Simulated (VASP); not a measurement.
# TiB2 (P6/mmm) in VASP: notebook

TiB2 is run at these levels: LDA+U, LDA; tasks: single point.

All numbers are computed with VASP 6.6.1; they aren't measurements. Logs are shortened: lines on timing, memory, paths and dates and some standing lists are left out, and cuts for length are marked.

### Step 1. The cell of the first run

Symmetry: P6/mmm, No. 191, hexagonal system. Conventional cell: a = 3.029 Å, b = 3.029 Å, c = 3.228 Å, α = 90.00°, β = 90.00°, γ = 120.00°. Within 3.1 Å of Ti (site symmetry 6/mmm) lie 12 B at 2.38 Å and 6 Ti at 3.03 Å. B (site symmetry -6m2) has 3 B at 1.75 Å within 2.3 Å.

### Step 2. Single point, LDA+U

The input, INCAR:

```
SYSTEM = TiB2
PREC = Accurate ; ENCUT = 520
EDIFF = 1E-6 ; ISMEAR = -1
SIGMA = 0.05 ; LREAL = .FALSE.
LASPH = .TRUE. ; NELM = 150
ALGO = Normal ; ISIF = 2
LWAVE = .FALSE. ; LCHARG = .TRUE.
LMAXMIX = 4 ; LDAU = .TRUE.
LDAUTYPE = 2 ; LDAUL = 2 -1
LDAUU = 8 0 ; LDAUJ = 0 0
LDAUPRINT = 1 ; LELF = .TRUE.
LVHAR = .TRUE. ; NBANDS = 16
```

The input, KPOINTS:

```
Automatic mesh
0
G
  10 10 8
  0 0 0
```

The input, POSCAR:

```
TiB2
1.0
    3.0292000000      0.0000000000      0.0000000000
   -1.5146000000      2.6233641531      0.0000000000
    0.0000000000      0.0000000000      3.2284000000
Ti B
1 2
Direct
    0.0000000000      0.0000000000      0.0000000000
    0.6666666667      0.3333333333      0.5000000000
    0.3333333333      0.6666666667      0.5000000000
```

Potentials or basis: VASP PAW LDA potentials, release 64 (Ti_sv, B).

Started as:

```console
$ cat potpaw_LDA.64/Ti_sv/POTCAR potpaw_LDA.64/B/POTCAR > POTCAR
$ mpirun -np 1 vasp_std > vasp.out
```

OUTCAR:

```text
SYSTEM = TiB2
   PREC = Accurate
   ENCUT = 520
   EDIFF = 1E-6
   ISMEAR = -1
   LREAL = .FALSE.
   LASPH = .TRUE.
   NELM = 150
   ISIF = 2

 ion  position               nearest neighbor table
   1  0.000  0.000  0.000-   2 2.38   3 2.38   2 2.38   3 2.38   3 2.38   3 2.38   2 2.38   2 2.38
                             2 2.38   2 2.38   3 2.38   3 2.38
   2  0.667  0.333  0.500-   3 1.75   3 1.75   3 1.75   1 2.38   1 2.38   1 2.38   1 2.38   1 2.38
                             1 2.38
   3  0.333  0.667  0.500-   2 1.75   2 1.75   2 1.75   1 2.38   1 2.38   1 2.38   1 2.38   1 2.38
                             1 2.38

  LATTYP: Found a hexagonal cell.
 ALAT       =     3.0292000000
 C/A-ratio  =     1.0657599366

  Lattice vectors:

 A1 = (   3.0292000000,   0.0000000000,   0.0000000000)
 A2 = (  -1.5146000000,   2.6233641531,   0.0000000000)
 A3 = (   0.0000000000,   0.0000000000,   3.2284000000)

Analysis of symmetry for initial positions (statically):
=====================================================================
 Subroutine PRICEL returns:
 Original cell was already a primitive cell.

 Routine SETGRP: Setting up the symmetry group for a
 hexagonal supercell.

 Subroutine GETGRP returns: Found 24 space group operations
 (whereof 24 operations were pure point group operations)
 out of a pool of 24 trial point group operations.

The static configuration has the point symmetry D_6h.

Analysis of symmetry for dynamics (positions and initial velocities):
=====================================================================
 Subroutine PRICEL returns:
 Original cell was already a primitive cell.

 Routine SETGRP: Setting up the symmetry group for a
 hexagonal supercell.

 Subroutine GETGRP returns: Found 24 space group operations
 (whereof 24 operations were pure point group operations)
 out of a pool of 24 trial point group operations.

The dynamic configuration has the point symmetry D_6h.

 Subroutine INISYM returns: Found 24 space group operations
 (whereof 24 operations are pure point group operations),
 and found     1 'primitive' translations

----------------------------------------------------------------------------------------

                                     Primitive cell

  volume of cell :      25.6551

  direct lattice vectors                    reciprocal lattice vectors
     3.029200000  0.000000000  0.000000000     0.330120164  0.190594965  0.000000000
    -1.514600000  2.623364153  0.000000000     0.000000000  0.381189931  0.000000000
     0.000000000  0.000000000  3.228400000     0.000000000  0.000000000  0.309750960

  length of vectors
     3.029200000  3.029200000  3.228400000     0.381189931  0.381189931  0.309750960

  position of ions in fractional coordinates (direct lattice)
     0.000000000  0.000000000  0.000000000
     0.666666667  0.333333333  0.500000000
     0.333333333  0.666666667  0.500000000

  ion indices of the primitive-cell ions
   primitive index   ion index
                 1           1
                 2           2
                 3           3

----------------------------------------------------------------------------------------

 KPOINTS: Automatic mesh

Automatic generation of k-mesh.
 Grid dimensions read from file:
 generate k-points for:   10   10    8

 Generating k-lattice:

  Cartesian coordinates                     Fractional coordinates (reciprocal lattice)
     0.033012016  0.019059497  0.000000000     0.100000000  0.000000000  0.000000000
     0.000000000  0.038118993  0.000000000     0.000000000  0.100000000  0.000000000
     0.000000000  0.000000000  0.038718870     0.000000000  0.000000000  0.125000000

  Length of vectors
     0.038118993  0.038118993  0.038718870

[... 39 lines left out ...]
   dimension x,y,z NGXF=    48 NGYF=   48 NGZF=   48
   ions per type =               1   2
   NGX,Y,Z   is equivalent  to a cutoff of  13.17, 13.17, 12.36 a.u.
   NGXF,Y,Z  is equivalent  to a cutoff of  26.34, 26.34, 24.72 a.u.
 SYSTEM =  TiB2
   PREC   = accura    normal or accurate (medium, high low for compatibility)
   ISTART =      0    job   : 0-new  1-cont  2-samecut
   ICHARG =      2    charge: 1-file 2-atom 10-const
   ISPIN  =      1    spin polarized calculation?
   LNONCOLLINEAR =      F non collinear calculations
   LSORBIT =      F    spin-orbit coupling
   LASPH  =      T    aspherical Exc in radial PAW
   ENCUT  =  520.0 eV  38.22 Ry    6.18 a.u.   5.63  5.63  6.00*2*pi/ulx,y,z
   NELM   =    150;   NELMIN=  2; NELMDL= -5     # of ELM steps
   EDIFF  = 0.1E-05   stopping-criterion for ELM
   LREAL  =      F    real-space projection
   EDIFFG = 0.1E-04   stopping-criterion for IOM
   NSW    =      0    number of steps for IOM
   IBRION =     -1    ionic relax: 0-MD 1-quasi-New 2-CG
   NFREE  =      0    steps in history (QN), initial steepest desc. (CG)
   ISIF   =      2    stress and relaxation
   ISYM   =      2    0-nonsym 1-usesym 2-fastsym
   POTIM  = 0.5000    time-step for ionic-motion
   TEBEG  =    0.0;   TEEND  =   0.0 temperature during run
   PSTRESS=    0.0 pullay stress
   NELECT =      18.0000    total number of electrons
   NUPDOWN=      -1.0000    fix difference up-down
   EMIN   =  10.00;   EMAX   =-10.00  energy-range for DOS
   EFERMI =   0.00;   METHOD = LEGACY
   ISMEAR =    -1;   SIGMA  =   0.05  broadening in eV -4-tet -1-fermi 0-gaus
   EFERMI_NEDOS =   21; number of points for ismear=-14 and -15
   IALGO  =     38    algorithm
   IMIX   =      4    mixing-type and parameters
     AMIX     =   0.40;   BMIX     =  1.00
     AMIX_MAG =   1.60;   BMIX_MAG =  1.00
  volume/ion in A,a.u.               =       8.55        57.71
  Fermi-wavevector in a.u.,A,eV,Ry     =   1.454703  2.748990 28.792122  2.116161
  Thomas-Fermi vector in A             =   2.571823
   LORBIT       =      0    0 simple, 1 ext, 2 COOP (PROOUT), +10 PAW based schemes
 LDA+U is selected, type is set to LDAUTYPE =  2
   angular momentum for each species LDAUL =     2   -1
   U (eV)           for each species LDAUU =   8.0  0.0
   J (eV)           for each species LDAUJ =   0.0  0.0
   GGA     = CA    functional components
   LHFCALC =     F    Hartree Fock is set to
   AEXX    =    0.0000 exact exchange contribution
   IVDW    =     0    specifies the selected vdW correction
   LEPSILON=     F    determine dielectric tensor
   LRPA    =     F    only Hartree local field effects (RPA)
 non-spin polarized calculation
  energy-cutoff  :      520.00
  volume of cell :       25.66
 maximum number of plane-waves:       721
 NGX is ok and might be reduce to    24
   NGX = 11   NGY = 11   NGZ = 13

atom =   1  type =  1  l = 2

 onsite density matrix

spin component  1

  0.1908  0.0000  0.0000 -0.0000 -0.0000
  0.0000  0.1857  0.0000 -0.0000 -0.0000
  0.0000  0.0000  0.1527 -0.0000 -0.0000
 -0.0000 -0.0000 -0.0000  0.1857  0.0000
 -0.0000 -0.0000 -0.0000  0.0000  0.1908

spin component  2

  0.1908  0.0000  0.0000 -0.0000 -0.0000
  0.0000  0.1857  0.0000 -0.0000 -0.0000
  0.0000  0.0000  0.1527 -0.0000 -0.0000
 -0.0000 -0.0000 -0.0000  0.1857  0.0000
 -0.0000 -0.0000 -0.0000  0.0000  0.1908

 occupancies and eigenvectors

  o =  0.1527  v =  0.0000 -0.0000 -1.0000  0.0000 -0.0000  0.0000  0.0000  0.0000  0.0000  0.0000      0.0000  0.0000  0.0000  0.0000  0.0000  0.0000  0.0000  0.0000  0.0000  0.0000
  o =  0.1527  v =  0.0000  0.0000  0.0000  0.0000  0.0000  0.0000 -0.0000 -1.0000  0.0000 -0.0000      0.0000  0.0000  0.0000  0.0000  0.0000  0.0000  0.0000  0.0000  0.0000  0.0000
  o =  0.1857  v =  0.0000  1.0000 -0.0000  0.0000  0.0000  0.0000  0.0000  0.0000  0.0000  0.0000      0.0000  0.0000  0.0000  0.0000  0.0000  0.0000  0.0000  0.0000  0.0000  0.0000
  o =  0.1857  v =  0.0000  0.0000  0.0000  0.0000  0.0000  0.0000  1.0000 -0.0000  0.0000  0.0000      0.0000  0.0000  0.0000  0.0000  0.0000  0.0000  0.0000  0.0000  0.0000  0.0000
  o =  0.1857  v =  0.0000  0.0000  0.0000  0.0000  0.0000  0.0000  0.0000 -0.0000 -1.0000  0.0000      0.0000  0.0000  0.0000  0.0000  0.0000  0.0000  0.0000  0.0000  0.0000  0.0000
  o =  0.1857  v =  0.0000  0.0000 -0.0000 -1.0000  0.0000  0.0000  0.0000  0.0000  0.0000  0.0000      0.0000  0.0000  0.0000  0.0000  0.0000  0.0000  0.0000  0.0000  0.0000  0.0000
  o =  0.1908  v =  0.0000 -0.0000 -0.0000  0.0000  1.0000  0.0000  0.0000  0.0000  0.0000  0.0000      0.0000  0.0000  0.0000  0.0000  0.0000  0.0000  0.0000  0.0000  0.0000  0.0000
  o =  0.1908  v =  0.0000  0.0000  0.0000  0.0000  0.0000  0.0000 -0.0000 -0.0000  0.0000  1.0000      0.0000  0.0000  0.0000  0.0000  0.0000  0.0000  0.0000  0.0000  0.0000  0.0000
  o =  0.1908  v =  1.0000  0.0000  0.0000  0.0000  0.0000  0.0000  0.0000  0.0000  0.0000  0.0000      0.0000  0.0000  0.0000  0.0000  0.0000  0.0000  0.0000  0.0000  0.0000  0.0000
  o =  0.1908  v =  0.0000  0.0000  0.0000  0.0000  0.0000  1.0000  0.0000  0.0000  0.0000  0.0000      0.0000  0.0000  0.0000  0.0000  0.0000  0.0000  0.0000  0.0000  0.0000  0.0000

 number of electron      18.0000002 magnetization

 Free energy of the ion-electron system (eV)
  ---------------------------------------------------
  ext. energy  EPLUGINS =         0.00000000
  ---------------------------------------------------
  free energy    TOTEN  =       -20.59886054 eV

  energy without entropy =      -20.59222646  energy(sigma->0) =      -20.59554350

 E-fermi :  10.9142     XC(G=0): -12.9783

 val. band max:       10.8978526351   @ k =   0.2000   0.2000   0.1250
 cond. band min:      10.9169189192   @ k =   0.1000   0.1000   0.2500
 fundamental gap:      0.0190662841
 Fermi energy:        10.9141615457

 k-point     1 :       0.0000    0.0000    0.0000
  band No.  band energies     occupation
      1     -47.6778      2.00000
      2     -24.3518      2.00000
      3     -24.0311      2.00000
      4     -24.0311      2.00000
      5      -3.1246      2.00000
      6       7.8870      2.00000
[... 433 lines left out ...]
      3     -24.3122      2.00000
      4     -24.1374      2.00000
      5       0.6013      2.00000
      6       2.0742      2.00000
[... 8 lines left out ...]
     15      19.0846      0.00000
     16      19.8210      0.00000

 [... further k-points ...]
[... 5 lines left out ...]
  --------------------------------------------------------------------------------------
  -------------------------------------------------------------------------------------
  Total        0.5520773      0.5520773      1.6797168      0.0000000     -0.0000000     -0.0000000
  in kB       34.4775654     34.4775654    104.8993462      0.0000000     -0.0000000     -0.0000000
  external PRESSURE =      57.9514923 kB  Pullay stress =       0.0000000 kB

 VOLUME and BASIS-vectors are now :
 -----------------------------------------------------------------------------
  energy-cutoff  :      520.00
  volume of cell :       25.66
      direct lattice vectors                 reciprocal lattice vectors
     3.029200000  0.000000000  0.000000000     0.330120164  0.190594965  0.000000000
    -1.514600000  2.623364153  0.000000000     0.000000000  0.381189931  0.000000000
     0.000000000  0.000000000  3.228400000     0.000000000  0.000000000  0.309750960

 POSITION                                       TOTAL-FORCE (eV/Angst)
 -----------------------------------------------------------------------------------
      0.00000      0.00000      0.00000        -0.000000      0.000000      0.000000
      1.51460      0.87445      1.61420        -0.000000      0.000000      0.000000
     -0.00000      1.74891      1.61420         0.000000      0.000000     -0.000000
 -----------------------------------------------------------------------------------
    total drift:                               -0.000000      0.000000      0.000000

  FREE ENERGIE OF THE ION-ELECTRON SYSTEM (eV)
  ---------------------------------------------------
  free  energy   TOTEN  =       -20.5988605426 eV

  energy  without entropy=      -20.5922264560  energy(sigma->0) =      -20.59554350
```

Wall time 32 s (1 thread of Intel Xeon 8259CL, shared host); peak memory 0.14 GiB.

What came out:

```
Free energy            : -20.5989 eV
Pressure               : 5.8 GPa
Band gap on the k mesh : zero (band 9 reaches 11.45 eV, above the bottom of band 10 at 10.82 eV)
```

Stress tensor (GPa, compression positive):
```
 3.45  0.00  0.00
 0.00  3.45  0.00
 0.00  0.00 10.49
```

Eigenvalues of the final occupation matrices:
| site | spin | trace | eigenvalues |
| --- | --- | --- | --- |
| site 1 d | 1 | 0.91 | 0.15 0.19 0.19 0.19 0.19 |
| site 1 d | 2 | 0.91 | 0.15 0.19 0.19 0.19 0.19 |

Caveat: U without spin polarisation on a metal has little footing; the U is typed as a test and isn't derived for this compound.

### Step 3. Single point, LDA (volume scaled by 0.98)

The input, INCAR:

```
SYSTEM = TiB2
ALGO = Normal
EDIFF = 1E-6
ENCUT = 520
ISIF = 2
ISMEAR = -1
LASPH = .TRUE.
LCHARG = .FALSE.
LREAL = .FALSE.
LWAVE = .FALSE.
NBANDS = 16
NELM = 80
PREC = Accurate
SIGMA = 0.05
```

The input, KPOINTS:

```
k-points
0
G
  10 10 8
  0 0 0
```

The input, POSCAR:

```
TiB2
1.0
    3.0088691861      0.0000000000      0.0000000000
   -1.5044345930      2.6057571518      0.0000000000
    0.0000000000      0.0000000000      3.2067322330
Ti B
1 2
Direct
    0.0000000000      0.0000000000      0.0000000000
    0.6666666667      0.3333333333      0.5000000000
    0.3333333333      0.6666666667      0.5000000000
```

Potentials or basis: VASP PAW LDA potentials, release 64 (Ti_sv, B).

Started as:

```console
$ cat potpaw_LDA.64/Ti_sv/POTCAR potpaw_LDA.64/B/POTCAR > POTCAR
$ mpirun -np 1 vasp_std > vasp.out
```

OUTCAR:

```text
SYSTEM = TiB2
   EDIFF = 1E-6
   ENCUT = 520
   ISIF = 2
   ISMEAR = -1
   LASPH = .TRUE.
   LREAL = .FALSE.
   NELM = 80
   PREC = Accurate

 ion  position               nearest neighbor table
   1  0.000  0.000  0.000-   2 2.36   3 2.36   2 2.36   3 2.36   3 2.36   3 2.36   2 2.36   2 2.36
                             2 2.36   2 2.36   3 2.36   3 2.36
   2  0.667  0.333  0.500-   3 1.74   3 1.74   3 1.74   1 2.36   1 2.36   1 2.36   1 2.36   1 2.36
                             1 2.36
   3  0.333  0.667  0.500-   2 1.74   2 1.74   2 1.74   1 2.36   1 2.36   1 2.36   1 2.36   1 2.36
                             1 2.36

  LATTYP: Found a hexagonal cell.
 ALAT       =     3.0088691861
 C/A-ratio  =     1.0657599366

  Lattice vectors:

 A1 = (   3.0088691861,   0.0000000000,   0.0000000000)
 A2 = (  -1.5044345930,   2.6057571518,   0.0000000000)
 A3 = (   0.0000000000,   0.0000000000,   3.2067322330)

Analysis of symmetry for initial positions (statically):
=====================================================================
 Subroutine PRICEL returns:
 Original cell was already a primitive cell.

 Routine SETGRP: Setting up the symmetry group for a
 hexagonal supercell.

 Subroutine GETGRP returns: Found 24 space group operations
 (whereof 24 operations were pure point group operations)
[... 165 lines left out ...]

 E-fermi :  10.0789     XC(G=0): -13.0495

 val. band max:       10.0510864932   @ k =   0.2000   0.2000   0.1250
 cond. band min:      10.0810272669   @ k =   0.3000   0.2000   0.0000
 fundamental gap:      0.0299407737
 Fermi energy:        10.0788652810

 k-point     1 :       0.0000    0.0000    0.0000
  band No.  band energies     occupation
      1     -46.0492      2.00000
      2     -22.7914      2.00000
      3     -22.4602      2.00000
      4     -22.4602      2.00000
      5      -3.2552      2.00000
      6       7.5153      2.00000
[... 433 lines left out ...]
      3     -22.7427      2.00000
      4     -22.5848      2.00000
      5       0.4265      2.00000
      6       1.8449      2.00000
[... 8 lines left out ...]
     15      19.0631      0.00000
     16      19.8646      0.00000

 [... further k-points ...]
[... 5 lines left out ...]
  --------------------------------------------------------------------------------------
  -------------------------------------------------------------------------------------
  Total       -0.7749343     -0.7749343     -1.1172233     -0.0000000     -0.0000000     -0.0000000
  in kB      -49.3827801    -49.3827801    -71.1951829     -0.0000000     -0.0000000     -0.0000000
  external PRESSURE =     -56.6535810 kB  Pullay stress =       0.0000000 kB

 VOLUME and BASIS-vectors are now :
 -----------------------------------------------------------------------------
  energy-cutoff  :      520.00
  volume of cell :       25.14
      direct lattice vectors                 reciprocal lattice vectors
     3.008869186  0.000000000  0.000000000     0.332350773  0.191882808  0.000000000
    -1.504434593  2.605757152  0.000000000     0.000000000  0.383765617  0.000000000
     0.000000000  0.000000000  3.206732233     0.000000000  0.000000000  0.311843936

 POSITION                                       TOTAL-FORCE (eV/Angst)
 -----------------------------------------------------------------------------------
      0.00000      0.00000      0.00000        -0.000000      0.000000      0.000000
      1.50443      0.86859      1.60337         0.000000     -0.000000      0.000000
     -0.00000      1.73717      1.60337        -0.000000      0.000000      0.000000
 -----------------------------------------------------------------------------------
    total drift:                               -0.000000      0.000000      0.000000

  FREE ENERGIE OF THE ION-ELECTRON SYSTEM (eV)
  ---------------------------------------------------
  free  energy   TOTEN  =       -26.9046292790 eV

  energy  without entropy=      -26.8983559852  energy(sigma->0) =      -26.90149263
```

It took 35 s on 1 thread of Intel Xeon 8259CL, shared host; peak memory 0.14 GiB.

Results:

```
Free energy            : -26.9046 eV
Pressure               : -5.7 GPa
Band gap on the k mesh : zero (band 9 reaches 10.53 eV, above the bottom of band 10 at 9.96 eV)
```

Stress tensor (GPa, compression positive):
```
-4.94  0.00  0.00
 0.00 -4.94  0.00
 0.00  0.00 -7.12
```

### Step 4. Single point, LDA (volume scaled by 1.02)

The input, INCAR:

```
PREC = Accurate
ENCUT = 520
EDIFF = 1E-6
ISMEAR = -1
SIGMA = 0.05
LREAL = False
LASPH = True
NELM = 100
ALGO = Normal
ISIF = 2
LWAVE = False
LCHARG = False
GGA = CA
NBANDS = 16
```

The input, KPOINTS:

```
regular mesh
0
Gamma
  10 10 8
```

The input, POSCAR:

```
TiB2
1.0
    3.0492615118      0.0000000000      0.0000000000
   -1.5246307559      2.6407379320      0.0000000000
    0.0000000000      0.0000000000      3.2497807555
Ti B
1 2
Direct
    0.0000000000      0.0000000000      0.0000000000
    0.6666666667      0.3333333333      0.5000000000
    0.3333333333      0.6666666667      0.5000000000
```

Started as:

```console
$ cat potpaw_LDA.64/Ti_sv/POTCAR potpaw_LDA.64/B/POTCAR > POTCAR
$ mpirun -np 1 vasp_std > vasp.out
```

It took 32 s on 1 thread of Intel Xeon 8259CL, shared host; peak memory 0.15 GiB.

The run converged. Its results:

| Quantity | Value |
| --- | --- |
| Free energy | -26.8375 eV |
| Pressure | -15.2 GPa |
| Band gap on the k mesh | zero (band 9 reaches 10.06 eV, above the bottom of band 10 at 9.52 eV) |

Levels at points of the mesh, in eV from the Fermi level:
| k point | band 7 | band 8 | band 9 | band 10 | band 11 | band 12 |
| --- | --- | --- | --- | --- | --- | --- |
| (0.00, 0.00, 0.00) | -2.48 | -2.18 | -2.00 | 1.88 | 1.88 | 3.61 |
| (0.50, 0.00, 0.00) | -3.12 | -3.08 | -2.14 | 1.35 | 2.71 | 3.18 |
| (0.00, 0.00, 0.50) | -0.46 | -0.46 | -0.12 | -0.12 | 0.47 | 0.47 |
| (0.50, 0.00, 0.50) | -4.47 | -3.66 | -2.97 | 2.45 | 2.88 | 4.41 |

### Step 5. Summary

```tsv
level	U	cell	gap on the mesh (eV)	pressure (GPa)
LDA+U	Ti d U = 8.0 eV	a = 3.029, b = 3.029, c = 3.228 Å, angles 90.0, 90.0, 120.0°, 3 atoms	none	5.8
LDA	-	a = 3.009, b = 3.009, c = 3.207 Å, angles 90.0, 90.0, 120.0°, 3 atoms	none	-5.7
LDA	-	a = 3.049, b = 3.049, c = 3.250 Å, angles 90.0, 90.0, 120.0°, 3 atoms	none	-15.2
```

Alike in all rows: task single point; potentials or basis VASP PAW LDA potentials, release 64 (Ti_sv, B); no spin polarisation; k mesh 10 × 10 × 8; cutoff (eV) 520; smearing fermi-dirac 0.05 eV.

Caveats: U without spin polarisation on a metal has little footing (some runs); the U is typed as a test and isn't derived for this compound (some runs).

Absolute energies hang on the potentials; compare differences alone.
